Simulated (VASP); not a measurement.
KAlH5: relaxation of cell and atoms with PBE

KAlH5:

```
K Al H
1.0
     3.59769    0.00000    0.00000
     0.00000    3.59769    0.00000
     0.00000    0.00000    6.39570
K Al H
1 1 5
Cartesian
  0.0000 0.0000 3.1978
  1.7988 1.7988 0.0000
  0.0000 1.7988 1.7429
  0.0000 1.7988 4.6528
  1.7988 0.0000 1.7429
  1.7988 0.0000 4.6528
  0.0000 0.0000 0.0000
```

The cell was generated, and may not be a known phase.

```
Program                : VASP 6.6.1
Task                   : relaxation of cell and atoms
Functional             : PBE
Potentials or basis    : VASP PAW PBE potentials, release 64 (K_sv, Al, H)
Cutoff                 : 600 eV
k mesh                 : 6 × 6 × 4
Occupations            : gaussian, width 0.1 eV
Spin                   : no spin polarisation
Dipole correction      : no
Further INCAR settings : ALGO = Normal; EDIFF = 1e-07; IBRION = 2; EDIFFG = -0.04; NSW = 90; ISIF = 3
```

```json
{
  "Relaxed volume": "9.21 Å³/atom",
  "Relaxed cell": "a = 3.292 Å, b = 3.292 Å, c = 5.950 Å, α = 90.00°, β = 90.00°, γ = 90.00°",
  "Space group after relaxing (to 0.1 Å)": "P4/mmm (No. 123)",
  "Pressure after relaxing": "-0.1 GPa",
  "Largest force after relaxing": "0.011 eV/Å",
  "Band gap on the k mesh": "zero (an odd number of electrons rules out a gap without spin polarisation)"
}
```

Forces in eV/Å, atoms in the order of the input:
```
K    0.000  0.000  0.000
Al   0.000  0.000  0.000
H    0.000  0.000 -0.011
H    0.000  0.000  0.011
H    0.000  0.000 -0.011
H    0.000  0.000  0.011
H    0.000  0.000  0.000
```

Stress tensor (GPa, compression positive):
```
-0.13  0.00  0.00
 0.00 -0.13  0.00
 0.00  0.00  0.00
```

Final structure:
```
K Al H
1.0
     3.29187    0.00000    0.00000
     0.00000    3.29187    0.00000
     0.00000    0.00000    5.94960
K Al H
1 1 5
Direct
  0.00000 0.00000 0.50000
  0.50000 0.50000 0.00000
  0.00000 0.50000 0.17378
  0.00000 0.50000 0.82622
  0.50000 0.00000 0.17378
  0.50000 0.00000 0.82622
  0.00000 0.00000 0.00000
```

Levels at points of the mesh, in eV from the Fermi level:
| k point | band 4 | band 5 | band 6 | band 7 | band 8 | band 9 | band 10 | band 11 | band 12 |
| --- | --- | --- | --- | --- | --- | --- | --- | --- | --- |
| (0.00, 0.00, 0.00) | -13.87 | -10.46 | -5.20 | -1.47 | -0.40 | 1.75 | 3.54 | 4.70 | 4.70 |
| (0.50, 0.00, 0.00) | -13.79 | -7.46 | -6.98 | -3.54 | -2.14 | 1.41 | 4.16 | 4.98 | 5.81 |
| (0.50, 0.50, 0.00) | -13.86 | -5.13 | -5.13 | -3.26 | -2.05 | -2.05 | -1.76 | 2.55 | 3.19 |
| (0.00, 0.00, 0.50) | -13.87 | -10.05 | -6.02 | -1.29 | 1.08 | 1.25 | 2.34 | 4.41 | 4.41 |
| (0.50, 0.00, 0.50) | -13.79 | -7.20 | -7.16 | -3.14 | -2.84 | 1.97 | 4.02 | 4.84 | 6.04 |
| (0.50, 0.50, 0.50) | -13.87 | -5.32 | -5.32 | -3.10 | -1.56 | -1.56 | -1.47 | 0.80 | 5.13 |

It took 6.8 min on 1 thread of AMD EPYC 7R13 Processor (Zen 3), on a shared host, peak memory 0.22 GiB.

Caveat: the volume moved by over 15 % at a fixed basis, so the end points are rough; an odd number of electrons without spin polarisation forces a metal; a magnetic or distorted state may lie lower.
